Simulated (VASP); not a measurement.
# Mg (I4/mmm) in VASP: notebook

Runs on Mg. Level: PBE. Tasks: single point.

All numbers are computed with VASP 6.6.1; they aren't measurements. Logs are shortened: lines on timing, memory, paths and dates and some standing lists are left out, and cuts for length are marked.

### Step 1. The cell of the first run

It takes space group I4/mmm (No. 139, tetragonal). The conventional cell has a = 3.866 Å, b = 3.866 Å, c = 2.993 Å, α = 90.00°, β = 90.00°, γ = 90.00°. Mg (site symmetry 4/mmm) has 14 Mg at 2.99 to 3.87 Å within 3.9 Å.

### Step 2. Single point, PBE (volume 22.364 Å^3 an atom, c/a of the conventional cell 0.7743)

The input, INCAR:

```
ALGO = Normal
EDIFF = 1E-6
ENCUT = 520
GGA = PE
ISIF = 2
ISMEAR = 0
LASPH = True
LCHARG = True
LELF = True
LREAL = False
LVHAR = True
LWAVE = False
NBANDS = 7
NELM = 80
PREC = Accurate
SIGMA = 0.15
```

The input, KPOINTS:

```
k-points
0
Gamma
  20 20 20
```

The input, POSCAR:

```
Mg
1.0
   -1.9328289016      1.9328289016      1.4965894185
    1.9328289016     -1.9328289016      1.4965894185
    1.9328289016      1.9328289016     -1.4965894185
Mg
1
Direct
    0.0000000000      0.0000000000      0.0000000000
```

Potentials or basis: VASP PAW PBE potentials, release 64 (Mg).

Run with:

```
$ cat potpaw_PBE.64/Mg/POTCAR > POTCAR
$ mpirun -np 1 vasp_std > vasp.out
```

OUTCAR:

```text
EDIFF = 1E-6
   ENCUT = 520
   GGA = PE
   ISIF = 2
   ISMEAR = 0
   LASPH = True
   LREAL = False
   NELM = 80
   PREC = Accurate

 ion  position               nearest neighbor table
   1  0.000  0.000  0.000-

  LATTYP: Found a body centered tetragonal cell.
 ALAT       =     3.8656578032
 C/A-ratio  =     0.7743000000

  Lattice vectors:

 A1 = (  -1.9328289016,   1.9328289016,   1.4965894185)
 A2 = (   1.9328289016,  -1.9328289016,   1.4965894185)
 A3 = (   1.9328289016,   1.9328289016,  -1.4965894185)

Analysis of symmetry for initial positions (statically):
=====================================================================
 Subroutine PRICEL returns:
 Original cell was already a primitive cell.

 Routine SETGRP: Setting up the symmetry group for a
 body centered tetragonal supercell.

 Subroutine GETGRP returns: Found 16 space group operations
 (whereof 16 operations were pure point group operations)
 out of a pool of 16 trial point group operations.

The static configuration has the point symmetry D_4h.

Analysis of symmetry for dynamics (positions and initial velocities):
=====================================================================
 Subroutine PRICEL returns:
 Original cell was already a primitive cell.

 Routine SETGRP: Setting up the symmetry group for a
 body centered tetragonal supercell.

 Subroutine GETGRP returns: Found 16 space group operations
 (whereof 16 operations were pure point group operations)
 out of a pool of 16 trial point group operations.

The dynamic configuration has the point symmetry D_4h.

 Subroutine INISYM returns: Found 16 space group operations
 (whereof 16 operations are pure point group operations),
 and found     1 'primitive' translations

----------------------------------------------------------------------------------------

                                     Primitive cell

  volume of cell :      22.3640

  direct lattice vectors                    reciprocal lattice vectors
    -1.932828902  1.932828902  1.496589418     0.000000000  0.258688185  0.334092968
     1.932828902 -1.932828902  1.496589418     0.258688185  0.000000000  0.334092968
     1.932828902  1.932828902 -1.496589418     0.258688185  0.258688185  0.000000000

  length of vectors
     3.116317541  3.116317541  3.116317541     0.422537203  0.422537203  0.365840339

  position of ions in fractional coordinates (direct lattice)
     0.000000000  0.000000000  0.000000000

  ion indices of the primitive-cell ions
   primitive index   ion index
                 1           1

----------------------------------------------------------------------------------------

 KPOINTS: k-points

Automatic generation of k-mesh.
 Grid dimensions read from file:
 generate k-points for:   20   20   20

 Generating k-lattice:

  Cartesian coordinates                     Fractional coordinates (reciprocal lattice)
     0.000000000  0.012934409  0.016704648     0.050000000  0.000000000  0.000000000
     0.012934409  0.000000000  0.016704648     0.000000000  0.050000000  0.000000000
     0.012934409  0.012934409  0.000000000     0.000000000  0.000000000  0.050000000

  Length of vectors
     0.021126860  0.021126860  0.018292017

  Shift w.r.t. Gamma in fractional coordinates (k-lattice)
     0.000000000  0.000000000  0.000000000

 Subroutine IBZKPT returns following result:
 ===========================================

 Found    641 irreducible k-points:

 Following reciprocal coordinates:
            Coordinates               Weight
  0.000000  0.000000  0.000000      1.000000
  0.050000  0.000000 -0.000000      8.000000
  0.100000  0.000000  0.000000      8.000000
  0.150000  0.000000  0.000000      8.000000
  0.200000  0.000000  0.000000      8.000000
  0.250000  0.000000 -0.000000      8.000000
[... 16 lines left out ...]
 -0.400000  0.050000  0.000000     16.000000
 -0.350000  0.050000  0.000000     16.000000
 [... further k-points ...]
   k-points           NKPTS =    641   k-points in BZ     NKDIM =    641   number of bands    NBANDS=      7
   number of dos      NEDOS =    301   number of ions     NIONS =      1
   total plane-waves  NPLWV =  13824
   dimension x,y,z NGX =    24 NGY =   24 NGZ =   24
   dimension x,y,z NGXF=    48 NGYF=   48 NGZF=   48
   ions per type =               1
   NGX,Y,Z   is equivalent  to a cutoff of  12.80, 12.80, 12.80 a.u.
   NGXF,Y,Z  is equivalent  to a cutoff of  25.61, 25.61, 25.61 a.u.
 SYSTEM =  unknown system
   PREC   = accura    normal or accurate (medium, high low for compatibility)
   ISTART =      0    job   : 0-new  1-cont  2-samecut
   ICHARG =      2    charge: 1-file 2-atom 10-const
   ISPIN  =      1    spin polarized calculation?
   LNONCOLLINEAR =      F non collinear calculations
   LSORBIT =      F    spin-orbit coupling
   LASPH  =      T    aspherical Exc in radial PAW
   ENCUT  =  520.0 eV  38.22 Ry    6.18 a.u.   5.79  5.79  5.79*2*pi/ulx,y,z
   NELM   =     80;   NELMIN=  2; NELMDL= -5     # of ELM steps
   EDIFF  = 0.1E-05   stopping-criterion for ELM
   LREAL  =      F    real-space projection
   EDIFFG = 0.1E-04   stopping-criterion for IOM
   NSW    =      0    number of steps for IOM
   IBRION =     -1    ionic relax: 0-MD 1-quasi-New 2-CG
   NFREE  =      0    steps in history (QN), initial steepest desc. (CG)
   ISIF   =      2    stress and relaxation
   ISYM   =      2    0-nonsym 1-usesym 2-fastsym
   POTIM  = 0.5000    time-step for ionic-motion
   TEBEG  =    0.0;   TEEND  =   0.0 temperature during run
   PSTRESS=    0.0 pullay stress
   NELECT =       2.0000    total number of electrons
   NUPDOWN=      -1.0000    fix difference up-down
   EMIN   =  10.00;   EMAX   =-10.00  energy-range for DOS
   EFERMI =   0.00;   METHOD = LEGACY
   ISMEAR =     0;   SIGMA  =   0.15  broadening in eV -4-tet -1-fermi 0-gaus
   EFERMI_NEDOS =   21; number of points for ismear=-14 and -15
   IALGO  =     38    algorithm
   IMIX   =      4    mixing-type and parameters
     AMIX     =   0.40;   BMIX     =  1.00
     AMIX_MAG =   1.60;   BMIX_MAG =  1.00
  volume/ion in A,a.u.               =      22.36       150.92
  Fermi-wavevector in a.u.,A,eV,Ry     =   0.732097  1.383462  7.292251  0.535965
  Thomas-Fermi vector in A             =   1.824476
   LORBIT       =      0    0 simple, 1 ext, 2 COOP (PROOUT), +10 PAW based schemes
   GGA     = PE    functional components
   LHFCALC =     F    Hartree Fock is set to
   AEXX    =    0.0000 exact exchange contribution
   IVDW    =     0    specifies the selected vdW correction
   LEPSILON=     F    determine dielectric tensor
   LRPA    =     F    only Hartree local field effects (RPA)
 non-spin polarized calculation
 Gauss-broadening in eV      SIGMA  =   0.15
  energy-cutoff  :      520.00
  volume of cell :       22.36
 maximum number of plane-waves:       618
   NGX = 11   NGY = 11   NGZ = 11

 number of electron       2.0000000 magnetization

 Free energy of the ion-electron system (eV)
  ---------------------------------------------------
  ext. energy  EPLUGINS =         0.00000000
  ---------------------------------------------------
  free energy    TOTEN  =        -1.44068002 eV

  energy without entropy =       -1.43659532  energy(sigma->0) =       -1.43863767

 E-fermi :   2.7285     XC(G=0):  -8.5650

 val. band max:        2.7146492987   @ k =  -0.2000  -0.4500   0.2000
 cond. band min:       2.7310602434   @ k =   0.3000   0.2000   0.1500
 fundamental gap:      0.0164109447
 Fermi energy:         2.7285319447

 k-point     1 :       0.0000    0.0000    0.0000
  band No.  band energies     occupation
      1      -4.2775      2.00000
      2      12.8783      0.00000
      3      14.9878      0.00000
      4      14.9878      0.00000
      5      15.2717      0.00000
      6      18.6895      0.00000
      7      18.6895      0.00000

 k-point     2 :       0.0500    0.0000   -0.0000
  band No.  band energies     occupation
      1      -4.2101      2.00000
      2      12.6030      0.00000
      3      14.3323      0.00000
      4      15.3823      0.00000
      5      15.9053      0.00000
      6      17.8701      0.00000
      7      18.0820      0.00000

 k-point     3 :       0.1000    0.0000    0.0000
  band No.  band energies     occupation
      1      -4.0084      2.00000
      2      12.0765      0.00000
      3      13.5636      0.00000
      4      15.9269      0.00000
      5      16.2657      0.00000
      6      16.9137      0.00000
      7      16.9771      0.00000

 k-point     4 :       0.1500    0.0000    0.0000
  band No.  band energies     occupation
      1      -3.6731      2.00000
      2      11.5550      0.00000
      3      12.7008      0.00000
      4      14.4263      0.00000
      5      15.8526      0.00000
      6      17.1189      0.00000
      7      17.3817      0.00000

 k-point     5 :       0.2000    0.0000    0.0000
  band No.  band energies     occupation
      1      -3.2059      2.00000
      2      11.1098      0.00000
      3      11.4517      0.00000
      4      13.2957      0.00000
      5      14.8117      0.00000
      6      16.7591      0.00000
      7      18.6540      0.00000

 k-point     6 :       0.2500    0.0000   -0.0000
  band No.  band energies     occupation
      1      -2.6089      2.00000
      2       9.8496      0.00000
      3      10.7615      0.00000
      4      12.6746      0.00000
      5      13.8811      0.00000
      6      16.0908      0.00000
      7      19.3234      0.00000

 k-point     7 :       0.3000    0.0000    0.0000
  band No.  band energies     occupation
      1      -1.8849      2.00000
      2       8.1890      0.00000
      3      10.5157      0.00000
      4      12.2995      0.00000
      5      13.0720      0.00000
      6      15.4133      0.00000
      7      19.5489      0.00000

 k-point     8 :       0.3500    0.0000    0.0000
  band No.  band energies     occupation
      1      -1.0381      2.00000
      2       6.5822      0.00000
      3      10.3716      0.00000
      4      12.0659      0.00000
      5      12.3926      0.00000
      6      14.8210      0.00000
      7      19.8090      0.00000

 k-point     9 :       0.4000    0.0000   -0.0000
  band No.  band energies     occupation
      1      -0.0754      2.00000
      2       5.0674      0.00000
      3      10.3200      0.00000
      4      11.8548      0.00000
      5      11.9335      0.00000
      6      14.3581      0.00000
      7      20.1284      0.00000

 k-point    10 :       0.4500    0.0000   -0.0000
  band No.  band energies     occupation
      1       0.9808      2.00000
      2       3.6773      0.00000
      3      10.3343      0.00000
      4      11.4864      0.00000
      5      11.8724      0.00000
      6      14.0598      0.00000
      7      20.4858      0.00000

 k-point    11 :       0.5000    0.0000   -0.0000
  band No.  band energies     occupation
      1       1.8129      2.00000
      2       2.7336      0.96180
      3      10.3549      0.00000
      4      11.3478      0.00000
      5      11.8559      0.00000
      6      13.9560      0.00000
      7      20.7003      0.00000
[... 51 lines left out ...]
 k-point    17 :       0.3000    0.0500    0.0000
  band No.  band energies     occupation
      1      -1.3304      2.00000
      2       7.2216      0.00000
      3      10.5192      0.00000
      4      11.8692      0.00000
      5      12.9202      0.00000
      6      14.9953      0.00000
      7      18.6821      0.00000

 k-point    18 :       0.3500    0.0500   -0.0000
  band No.  band energies     occupation
      1      -0.4108      2.00000
      2       5.6665      0.00000
      3      10.2937      0.00000
      4      11.4222      0.00000
      5      12.6554      0.00000
      6      14.5863      0.00000
      7      18.9950      0.00000

 k-point    19 :       0.4000    0.0500    0.0000
  band No.  band energies     occupation
      1       0.6146      2.00000
      2       4.2219      0.00000
      3      10.0524      0.00000
      4      11.2215      0.00000
      5      12.4332      0.00000
      6      14.3686      0.00000
      7      19.3918      0.00000

 k-point    20 :       0.4500    0.0500   -0.0000
  band No.  band energies     occupation
      1       1.6550      2.00000
      2       2.9839      0.01605
      3       9.8041      0.00000
      4      11.2593      0.00000
      5      12.2472      0.00000
      6      14.3543      0.00000
      7      19.8763      0.00000

 k-point    21 :       0.5000    0.0500   -0.0000
  band No.  band energies     occupation
      1       1.4180      2.00000
      2       3.2458      0.00000
      3       9.6054      0.00000
      4      11.4726      0.00000
      5      12.1235      0.00000
      6      14.5283      0.00000
      7      20.4226      0.00000

 k-point    22 :      -0.4500    0.0500    0.0000
  band No.  band energies     occupation
      1       0.3522      2.00000
      2       4.5574      0.00000
      3       9.4944      0.00000
      4      11.7710      0.00000
      5      12.1415      0.00000
      6      14.8650      0.00000
      7      20.8834      0.00000

 k-point    23 :      -0.4000    0.0500    0.0000
  band No.  band energies     occupation
      1      -0.6500      2.00000
      2       6.0208      0.00000
      3       9.4907      0.00000
      4      11.9588      0.00000
      5      12.5022      0.00000
      6      15.3405      0.00000
      7      20.9032      0.00000

 k-point    24 :      -0.3500    0.0500    0.0000
  band No.  band energies     occupation
      1      -1.5413      2.00000
      2       7.5691      0.00000
      3       9.6125      0.00000
      4      12.1362      0.00000
      5      13.1158      0.00000
      6      15.9318      0.00000
      7      20.6749      0.00000

 [... further k-points ...]
[... 5 lines left out ...]
  --------------------------------------------------------------------------------------
  -------------------------------------------------------------------------------------
  Total        0.0047310      0.0047310      0.8744066      0.0000000      0.0000000      0.0000000
  in kB        0.3389305      0.3389305     62.6432859      0.0000000      0.0000000      0.0000000
  external PRESSURE =      21.1070490 kB  Pullay stress =       0.0000000 kB

 VOLUME and BASIS-vectors are now :
 -----------------------------------------------------------------------------
  energy-cutoff  :      520.00
  volume of cell :       22.36
      direct lattice vectors                 reciprocal lattice vectors
    -1.932828902  1.932828902  1.496589418     0.000000000  0.258688185  0.334092968
     1.932828902 -1.932828902  1.496589418     0.258688185  0.000000000  0.334092968
     1.932828902  1.932828902 -1.496589418     0.258688185  0.258688185  0.000000000

 POSITION                                       TOTAL-FORCE (eV/Angst)
 -----------------------------------------------------------------------------------
      0.00000      0.00000      0.00000        -0.000000     -0.000000      0.000000
 -----------------------------------------------------------------------------------
    total drift:                                0.000000      0.000000      0.000000

  FREE ENERGIE OF THE ION-ELECTRON SYSTEM (eV)
  ---------------------------------------------------
  free  energy   TOTEN  =        -1.4406800226 eV

  energy  without entropy=       -1.4365953157  energy(sigma->0) =       -1.43863767
```

It took 26 s on 1 thread of Intel Xeon 6975P-C (Granite Rapids), shared host; peak memory 0.22 GiB.

Results:

```
Free energy            : -1.4407 eV
Pressure               : 2.1 GPa
Band gap on the k mesh : zero (band 1 reaches 5.28 eV, above the bottom of band 2 at 0.70 eV)
```

Stress tensor (GPa, compression positive):
```
0.03 0.00 0.00
0.00 0.03 0.00
0.00 0.00 6.26
```

(Part 1 of 2 ends here.)
